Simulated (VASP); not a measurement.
Wanted: the native input for a VASP 6.6.1 run.

* Task: single point
* Functional: r2SCAN
* Potentials or basis: VASP PAW PBE potentials, release 64 (In_d, Sb)
* Cutoff: 520 eV
* k mesh: 4 × 4 × 4
* Occupations: gaussian, width 0.1 eV
* Spin: no spin polarisation
* Dipole correction: no
* Further INCAR settings: ALGO = Normal; EDIFF = 1e-07; NBANDS = 40

The system is In2Sb.

```
In Sb
1.0
     4.43448    0.00000    0.00000
     0.00000    4.43448    0.00000
     0.00000    0.00000    8.56538
In Sb
4 2
Direct
  0.00000 0.00000 0.00000
  0.50000 0.50000 0.00000
  0.00000 0.50000 0.33896
  0.50000 0.00000 0.66104
  0.00000 0.50000 0.68609
  0.50000 0.00000 0.31391
```

These files were run (other wordings do the same):

POSCAR

```
In2Sb
1.0
    4.4344835811      0.0000000000      0.0000000000
    0.0000000000      4.4344835811      0.0000000000
    0.0000000000      0.0000000000      8.5653799293
In Sb
4 2
Direct
    0.0000000000      0.0000000000      0.0000000000
    0.5000000000      0.5000000000      0.0000000000
    0.0000000000      0.5000000000      0.3389630002
    0.5000000000      0.0000000000      0.6610369998
    0.0000000000      0.5000000000      0.6860869260
    0.5000000000      0.0000000000      0.3139130740
```

INCAR.step1

```
PREC = Accurate
ENCUT = 520
ISMEAR = 0
SIGMA = 0.1
LREAL = False
LASPH = True
NELM = 60
NBANDS = 40
GGA = PE
ALGO = Normal
EDIFF = 1E-4
LWAVE = True
LCHARG = False
```

INCAR.step2

```
PREC = Accurate
ENCUT = 520
EDIFF = 1E-7
ISMEAR = 0
SIGMA = 0.1
LREAL = False
LASPH = True
NELM = 60
ALGO = Normal
ISIF = 2
LWAVE = False
LCHARG = False
METAGGA = R2SCAN
LMIXTAU = True
NBANDS = 40
ISTART = 1
```

KPOINTS

```
Automatic mesh
0
Gamma
  4 4 4
```

Potentials or basis: VASP PAW PBE potentials, release 64 (In_d, Sb).

Run with:

```console
$ cat potpaw_PBE.64/In_d/POTCAR potpaw_PBE.64/Sb/POTCAR > POTCAR
$ cp INCAR.step1 INCAR
$ mpirun -np 1 vasp_std > vasp.out
$ cp INCAR.step2 INCAR
$ mpirun -np 1 vasp_std > vasp.out
```

Results of the run:

| Property | Result |
| --- | --- |
| Pressure | 0.1 GPa |
| Largest force | 0.032 eV/Å |
| Band gap on the k mesh | zero (bands 31 and 32 overlap by 4.39 eV) |

Caveat: the PAW data sets were made with another functional, which shifts forces and pressure a little; spin-orbit coupling is left out, which moves the levels of the heavy elements.

It took 13 min on 1 thread of Intel(R) Xeon(R) Platinum 8259CL CPU @ 2.50GHz (Skylake/Cascade Lake), with other jobs on the host, peak memory 0.36 GiB.
